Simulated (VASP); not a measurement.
Input of a VASP 6.6.1 run:

Contents of INCAR:

```
SYSTEM = Zn2Si2N
PREC     = Accurate       ! precision mode
ENCUT    = 600            ! plane-wave cutoff, eV
EDIFF    = 1E-6           ! SCF threshold, eV
ISMEAR   = 0              ! smearing method
SIGMA    = 0.1            ! smearing width, eV
LREAL    = .FALSE.        ! projectors in reciprocal space
LASPH    = .TRUE.         ! aspherical terms in the spheres
NELM     = 60             ! most SCF steps
ALGO     = Normal         ! electronic algorithm
ISIF     = 3              ! what is computed and relaxed
LWAVE    = .FALSE.        ! write WAVECAR
LCHARG   = .FALSE.        ! write CHGCAR
GGA      = PE             ! functional
IBRION   = 2              ! ionic algorithm
NSW      = 90             ! ionic steps
EDIFFG   = -0.04          ! ionic threshold
```

File KPOINTS:

```
regular mesh
0
G
  4 4 4
  0 0 0
```

POSCAR

```
Zn2Si2N
1.0
    4.2372699100      0.0000000000      0.0000000000
    0.0000000000      4.2372699100      0.0000000000
    0.0000000000      0.0000000000      4.1341822500
Zn Si N
2 2 1
Direct
    0.0000000000      0.0000000000      0.5000000000
    0.0000000000      0.0000000000      0.0000000000
    0.5000000000      0.0000000000      0.5000000000
    0.0000000000      0.5000000000      0.5000000000
    0.5000000000      0.5000000000      0.5000000000
```

Potentials or basis: VASP PAW PBE potentials, release 64 (Zn, Si, N).

Launch:

```sh
$ cat potpaw_PBE.64/Zn/POTCAR potpaw_PBE.64/Si/POTCAR potpaw_PBE.64/N/POTCAR > POTCAR
$ mpirun -np 1 vasp_std > vasp.out
```

Q: Estimate the relaxed cell.

A: a = 4.465 Å, b = 4.465 Å, c = 4.884 Å, α = 90.00°, β = 90.00°, γ = 90.00°.

Q: Predict the space group after relaxing (to 0.05 Å).

A: P4/mmm (No. 123).

Q: Predict the relaxed volume.

A: 19.48 Å³/atom.

Step by step:
| step | energy change (eV) | largest force (eV/Å) | pressure (GPa) | volume (Å³) |
| --- | --- | --- | --- | --- |
| 1 | 0.0000 | 0.0000 | 24.69 | 74.23 |
| 2 | -1.1330 | 0.0000 | -5.01 | 101.55 |
| 3 | -1.2494 | 0.0000 | -0.37 | 93.16 |
| 4 | -1.2498 | 0.0000 | -0.77 | 93.77 |
| 5 | -1.3042 | 0.0000 | 0.63 | 93.49 |
| 6 | -1.3049 | 0.0000 | 0.96 | 93.44 |
| 7 | -1.3115 | 0.0000 | 0.22 | 94.90 |
| 8 | -1.3134 | 0.0000 | -0.44 | 96.33 |
| 9 | -1.3168 | 0.0000 | -0.41 | 96.95 |
| 10 | -1.3195 | 0.0000 | -0.45 | 98.00 |
| 11 | -1.3205 | 0.0000 | 0.02 | 97.38 |

Caveat: the k points lie up to 0.35 Å⁻¹ apart in the final cell; the volume moved by over 15 % at a fixed basis, so the end points are rough.
